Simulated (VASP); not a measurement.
The system is Y3Cl.

```xyz
4
Lattice="4.6972 0.0000 0.0000 0.0000 4.6972 0.0000 0.0000 0.0000 4.6972" Properties=species:S:1:pos:R:3 pbc="T T T"
Y     0.0000    2.3486    2.3486
Y     2.3486    0.0000    2.3486
Y     2.3486    2.3486    0.0000
Cl    0.0000    0.0000    0.0000
```

| Property | Result |
| --- | --- |
| Program | VASP 6.6.1 |
| Task | relaxation of cell and atoms |
| Functional | PBE |
| Potentials or basis | VASP PAW PBE potentials, release 64 (Y_sv, Cl) |
| Cutoff | 600 eV |
| k mesh | 4 × 4 × 4 |
| Occupations | gaussian, width 0.1 eV |
| Spin | no spin polarisation |

At the start: pressure 4.8 GPa; volume 25.91 Å³/atom.

Task: How do energy, volume and symmetry change on relaxing?

Result: Over 3 steps the energy falls by 47.0 meV/atom and the volume is 29.34 Å³/atom (+13.2 %); space group Pm-3m (No. 221, to 0.05 Å).

The path:
| step | energy change (eV) | largest force (eV/Å) | pressure (GPa) | volume (Å³) |
| --- | --- | --- | --- | --- |
| 1 | 0.0000 | 0.0000 | 4.81 | 103.64 |
| 2 | -0.1862 | 0.0000 | 0.42 | 115.76 |
| 3 | -0.1882 | 0.0000 | -0.02 | 117.36 |

Final structure:
```yaml
crystal:
  lattice:
    - [4.89600, 0.00000, 0.00000]
    - [0.00000, 4.89600, 0.00000]
    - [0.00000, 0.00000, 4.89600]
  atoms:
    - { symbol: Y, position: [0.00000, 0.50000, 0.50000] }
    - { symbol: Y, position: [0.50000, 0.00000, 0.50000] }
    - { symbol: Y, position: [0.50000, 0.50000, 0.00000] }
    - { symbol: Cl, position: [0.00000, 0.00000, 0.00000] }
```
